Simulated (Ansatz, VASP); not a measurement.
Given: the input of a run of Ansatz 0.2.0 on PtSe.

input.yaml

```yaml
crystal:
  lattice:
    - [3.70187033, 0.0, 0.0]
    - [-1.85093516, 3.20591375, 0.0]
    - [0.0, 0.0, 3.61284203]
  atoms:
    - { symbol: Pt, position: [0.0, 0.0, 0.0] }
    - { symbol: Se, position: [0.6666666667, 0.3333333333, 0.5] }
hamiltonian:
  xc: pbesol
  pseudopotentials: { kind: paw }
kpoints:
  mp_grid: { grid: [8, 8, 7] }
scf:
  occupations: { method: fermi_dirac, width: 0.05 }
output:
  forces: true
  stress: true
  eigenvalues: true
relax:
  f_tol: 0.01
  max_steps: 40
  cell: { stress_tol: 0.05 }
```

Potentials or basis: Ansatz PAW.

Run with:

```sh
$ ansatz run input.yaml --threads 2 --pin off --max-ram 5632MiB --backend cpu --events-out ev --progress --plain --runs-dir out
```

Task: Set up the same calculation for VASP 6.6.1. Potentials there: VASP PAW PBE potentials, release 64 (Pt, Se).

Result: As run (the cutoff follows the program's own potentials):

File INCAR:

```
ALGO = Normal
EDIFF = 1E-6
EDIFFG = -0.01
ENCUT = 600
GGA = PS
IBRION = 2
ISIF = 3
ISMEAR = -1
LASPH = True
LCHARG = False
LREAL = False
LWAVE = False
NELM = 60
NSW = 60
PREC = Accurate
SIGMA = 0.05
```

KPOINTS

```
k-points
0
Gamma
  8 8 7
```

The input POSCAR:

```
PtSe
1.0
    3.7018703300      0.0000000000      0.0000000000
   -1.8509351600      3.2059137500      0.0000000000
    0.0000000000      0.0000000000      3.6128420300
Pt Se
1 1
Direct
    0.0000000000      0.0000000000      0.0000000000
    0.6666666667      0.3333333333      0.5000000000
```

Potentials or basis: VASP PAW PBE potentials, release 64 (Pt, Se).

Command:

```console
$ cat potpaw_PBE.64/Pt/POTCAR potpaw_PBE.64/Se/POTCAR > POTCAR
$ mpirun -np 1 vasp_std > vasp.out
```

Both were run:

|  | VASP | Ansatz | Ansatz less VASP |
| --- | --- | --- | --- |
| gap on the k mesh at the Fermi level, each at its own relaxed structure (eV) | none | none | - |
| relaxed volume (Å³/atom) | 18.45 | 18.43 | -0.015 |
| relaxed cell length with the largest relative difference (Å) | 3.697 | 3.694 | -0.0028 |

VASP's potentials were made for PBE, not for PBEsol. A gap of «none» marks a metal or a gap that the smearing closes. VASP's potentials hold 16 valence electrons a cell and Ansatz's 34, so a difference there can come from the potentials and not from the codes.

Spin-orbit coupling is off throughout. Noted on Ansatz's run: the plane-wave basis is chosen anew once the cell has moved, so the energies of steps on either side of that aren't comparable.
